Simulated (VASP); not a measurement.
A run of VASP 6.6.1 is set up as follows.

The input INCAR:

```
PREC = Accurate
ENCUT = 520
EDIFF = 1E-7
ISMEAR = -1
SIGMA = 0.08
LREAL = F
LASPH = T
NELM = 100
ALGO = Normal
ISIF = 2
LWAVE = F
LCHARG = F
GGA = PE
NBANDS = 16
```

File KPOINTS:

```
Automatic mesh
0
Gamma
  15 15 8
```

Contents of POSCAR:

```
SiC
1.0
    3.0759982064      0.0153799910      0.0153799910
   -1.5246796403      2.6562025933      0.0056294674
    0.0252400000      0.0252400000      5.0480000000
Si C
2 2
Direct
    0.3333333333      0.6666666667      0.0000000000
    0.6666666667      0.3333333333      0.5000000000
    0.3333333333      0.6666666667      0.3850000000
    0.6666666667      0.3333333333      0.8850000000
```

Potentials or basis: VASP PAW PBE potentials, release 64 (Si, C).

Run with:

```sh
$ cat potpaw_PBE.64/Si/POTCAR potpaw_PBE.64/C/POTCAR > POTCAR
$ mpirun -np 1 vasp_std > vasp.out
```

(1) Estimate the band gap on the k mesh.

(2) Predict the pressure.

(3) Estimate the largest force.

Answers

(1) 2.32 eV (least direct gap 4.04 eV).

(2) 3.7 GPa.

(3) 0.777 eV/Å.

Caveat: the cell differs from its parent crystal (equal xy, yz and zx shear strains of +1 %); the cell stands under pressure; an odd mesh through Γ misses points on the zone boundary, where band edges can lie.
